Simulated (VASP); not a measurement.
# InAs (F-43m) in VASP: notebook

InAs is run at these levels: PBEsol; tasks: single point, relaxation of cell and atoms.

All numbers are computed with VASP 6.6.1; they aren't measurements. Logs are shortened: lines on timing, memory, paths and dates and some standing lists are left out, and cuts for length are marked.

## 1. The cell of the first run

Symmetry: F-43m, No. 216, cubic system. The conventional cell has a = 6.197 Å, b = 6.197 Å, c = 6.197 Å, α = 90.00°, β = 90.00°, γ = 90.00°. In (site symmetry -43m) has 4 As at 2.68 Å within 3.5 Å. Within 3.5 Å of As (site symmetry -43m) lie 4 In at 2.68 Å.

## 2. Single point, PBEsol (strained)

INCAR reads:

```
SYSTEM = InAs
ALGO = Normal ; EDIFF = 1E-6
ENCUT = 520 ; GGA = PS
ISIF = 2 ; ISMEAR = 0
LASPH = .TRUE. ; LCHARG = .FALSE.
LREAL = .FALSE. ; LWAVE = .FALSE.
NBANDS = 16 ; NELM = 80
PREC = Accurate ; SIGMA = 0.1
```

KPOINTS reads:

```
k-points
0
G
  12 12 12
  0 0 0
```

POSCAR reads:

```
InAs
1.0
    0.0000000000      3.0987230400      3.0987230400
    3.0987230400      0.0000000000      3.0987230400
    3.0987230400      3.0987230400      0.0000000000
In As
1 1
Direct
    0.0000000000      0.0000000000      0.0000000000
    0.7500000000      0.7500000000      0.7500000000
```

Potentials or basis: VASP PAW PBE potentials, release 64 (In_d, As).

Launch:

```sh
cat potpaw_PBE.64/In_d/POTCAR potpaw_PBE.64/As/POTCAR > POTCAR
mpirun -np 1 vasp_std > vasp.out
```

OUTCAR:

```text
SYSTEM = InAs
   EDIFF = 1E-6
   ENCUT = 520
   GGA = PS
   ISIF = 2
   ISMEAR = 0
   LASPH = .TRUE.
   LREAL = .FALSE.
   NELM = 80
   PREC = Accurate

 ion  position               nearest neighbor table
   1  0.000  0.000  0.000-   2 2.68   2 2.68   2 2.68   2 2.68
   2  0.750  0.750  0.750-   1 2.68   1 2.68   1 2.68   1 2.68

  LATTYP: Found a face centered cubic cell.
 ALAT       =     6.1974460800

  Lattice vectors:

 A1 = (   0.0000000000,   3.0987230400,   3.0987230400)
 A2 = (   3.0987230400,   0.0000000000,   3.0987230400)
 A3 = (   3.0987230400,   3.0987230400,   0.0000000000)

Analysis of symmetry for initial positions (statically):
=====================================================================
 Subroutine PRICEL returns:
 Original cell was already a primitive cell.

 Routine SETGRP: Setting up the symmetry group for a
 face centered cubic supercell.

 Subroutine GETGRP returns: Found 24 space group operations
 (whereof 24 operations were pure point group operations)
 out of a pool of 48 trial point group operations.

The static configuration has the point symmetry T_d .

Analysis of symmetry for dynamics (positions and initial velocities):
=====================================================================
 Subroutine PRICEL returns:
 Original cell was already a primitive cell.

 Routine SETGRP: Setting up the symmetry group for a
 face centered cubic supercell.

 Subroutine GETGRP returns: Found 24 space group operations
 (whereof 24 operations were pure point group operations)
 out of a pool of 48 trial point group operations.

The dynamic configuration has the point symmetry T_d .

 Subroutine INISYM returns: Found 24 space group operations
 (whereof 24 operations are pure point group operations),
 and found     1 'primitive' translations

----------------------------------------------------------------------------------------

                                     Primitive cell

  volume of cell :      59.5084

  direct lattice vectors                    reciprocal lattice vectors
     0.000000000  3.098723040  3.098723040    -0.161356789  0.161356789  0.161356789
     3.098723040  0.000000000  3.098723040     0.161356789 -0.161356789  0.161356789
     3.098723040  3.098723040  0.000000000     0.161356789  0.161356789 -0.161356789

  length of vectors
     4.382256149  4.382256149  4.382256149     0.279478157  0.279478157  0.279478157

  position of ions in fractional coordinates (direct lattice)
[... 79 lines left out ...]
   EDIFF  = 0.1E-05   stopping-criterion for ELM
   LREAL  =      F    real-space projection
   EDIFFG = 0.1E-04   stopping-criterion for IOM
   NSW    =      0    number of steps for IOM
   IBRION =     -1    ionic relax: 0-MD 1-quasi-New 2-CG
   NFREE  =      0    steps in history (QN), initial steepest desc. (CG)
   ISIF   =      2    stress and relaxation
   ISYM   =      2    0-nonsym 1-usesym 2-fastsym
   POTIM  = 0.5000    time-step for ionic-motion
   TEBEG  =    0.0;   TEEND  =   0.0 temperature during run
   PSTRESS=    0.0 pullay stress
   NELECT =      18.0000    total number of electrons
   NUPDOWN=      -1.0000    fix difference up-down
   EMIN   =  10.00;   EMAX   =-10.00  energy-range for DOS
   EFERMI =   0.00;   METHOD = LEGACY
   ISMEAR =     0;   SIGMA  =   0.10  broadening in eV -4-tet -1-fermi 0-gaus
   EFERMI_NEDOS =   21; number of points for ismear=-14 and -15
   IALGO  =     38    algorithm
   IMIX   =      4    mixing-type and parameters
     AMIX     =   0.40;   BMIX     =  1.00
     AMIX_MAG =   1.60;   BMIX_MAG =  1.00
  volume/ion in A,a.u.               =      29.75       200.79
  Fermi-wavevector in a.u.,A,eV,Ry     =   1.098937  2.076690 16.431255  1.207663
  Thomas-Fermi vector in A             =   2.235323
   LORBIT       =      0    0 simple, 1 ext, 2 COOP (PROOUT), +10 PAW based schemes
   GGA     = PS    functional components
   LHFCALC =     F    Hartree Fock is set to
   AEXX    =    0.0000 exact exchange contribution
   IVDW    =     0    specifies the selected vdW correction
   LEPSILON=     F    determine dielectric tensor
   LRPA    =     F    only Hartree local field effects (RPA)
 non-spin polarized calculation
 Gauss-broadening in eV      SIGMA  =   0.10
  energy-cutoff  :      520.00
  volume of cell :       59.51
 maximum number of plane-waves:      1639
 NGX is ok and might be reduce to    36
   NGX = 17   NGY = 17   NGZ = 17

 number of electron      17.9999997 magnetization

 Free energy of the ion-electron system (eV)
  ---------------------------------------------------
  ext. energy  EPLUGINS =         0.00000000
  ---------------------------------------------------
  free energy    TOTEN  =        -8.46570476 eV

  energy without entropy =       -8.46554647  energy(sigma->0) =       -8.46562561

 E-fermi :   3.7228     XC(G=0):  -8.9665

 val. band max:        3.6578172872   @ k =   0.0000   0.0000   0.0000
 cond. band min:       4.2321346980   @ k =   0.0833   0.0000   0.0000
 fundamental gap:      0.5743174108
 Fermi energy:         3.7227836974

 k-point     1 :       0.0000    0.0000    0.0000
  band No.  band energies     occupation
      1     -10.5387      2.00000
      2     -10.5387      2.00000
      3     -10.5387      2.00000
      4     -10.4388      2.00000
      5     -10.4388      2.00000
      6      -7.7798      2.00000
[... 433 lines left out ...]
      3     -10.5045      2.00000
      4     -10.4380      2.00000
      5     -10.4338      2.00000
      6      -6.3831      2.00000
[... 8 lines left out ...]
     15      13.0799      0.00000
     16      13.4317      0.00000

 [... further k-points ...]

------------------------ aborting loop because EDIFF is reached ----------------------------------------

  FORCE on cell =-STRESS in cart. coord.  units (eV):
  Direction    XX          YY          ZZ          XY          YZ          ZX
  --------------------------------------------------------------------------------------
  -------------------------------------------------------------------------------------
  Total       -0.9587683     -0.9587683     -0.9587683      0.0000000     -0.0000000      0.0000000
  in kB      -25.8134443    -25.8134443    -25.8134443      0.0000000     -0.0000000      0.0000000
  external PRESSURE =     -25.8134443 kB  Pullay stress =       0.0000000 kB

 VOLUME and BASIS-vectors are now :
 -----------------------------------------------------------------------------
  energy-cutoff  :      520.00
  volume of cell :       59.51
      direct lattice vectors                 reciprocal lattice vectors
     0.000000000  3.098723040  3.098723040    -0.161356789  0.161356789  0.161356789
     3.098723040  0.000000000  3.098723040     0.161356789 -0.161356789  0.161356789
     3.098723040  3.098723040  0.000000000     0.161356789  0.161356789 -0.161356789

 POSITION                                       TOTAL-FORCE (eV/Angst)
 -----------------------------------------------------------------------------------
      0.00000      0.00000      0.00000         0.000000      0.000000      0.000000
      4.64808      4.64808      4.64808        -0.000000     -0.000000     -0.000000
 -----------------------------------------------------------------------------------
    total drift:                                0.000000      0.000000      0.000000

  FREE ENERGIE OF THE ION-ELECTRON SYSTEM (eV)
  ---------------------------------------------------
  free  energy   TOTEN  =        -8.4657047587 eV

  energy  without entropy=       -8.4655464692  energy(sigma->0) =       -8.46562561
```

stdout:

```text
POSCAR found type information on POSCAR InAs
 POSCAR found :  2 types and       2 ions
 scaLAPACK will be used
 -----------------------------------------------------------------------------
|                                                                             |
|                                                                             |
|     You enforced a specific xc type in the INCAR file but a different       |
|     I HOPE YOU KNOW WHAT YOU ARE DOING!                                     |
|                                                                             |
 -----------------------------------------------------------------------------

 LDA part: xc-table for (Slater+PW92), standard interpolation
 POSCAR, INCAR and KPOINTS ok, starting setup
 FFT: planning ... GRIDC
 FFT: planning ... GRID_SOFT
 FFT: planning ... GRID
 WAVECAR not read
 entering main loop
```

Wall time 27 s (1 thread of Intel Xeon 6975P-C (Granite Rapids), shared host); peak memory 0.24 GiB.

Results:

```yaml
Free_energy: -8.4657 eV
Pressure: -2.6 GPa
Band_gap_on_the_k_mesh: zero (filled and empty bands touch)
```

Caveat: the cell differs from its parent crystal (strained); the PAW data sets were made with another functional, which shifts forces and pressure a little; spin-orbit coupling is left out, which moves the levels of the heavy elements.

[end of part 1 of 2]
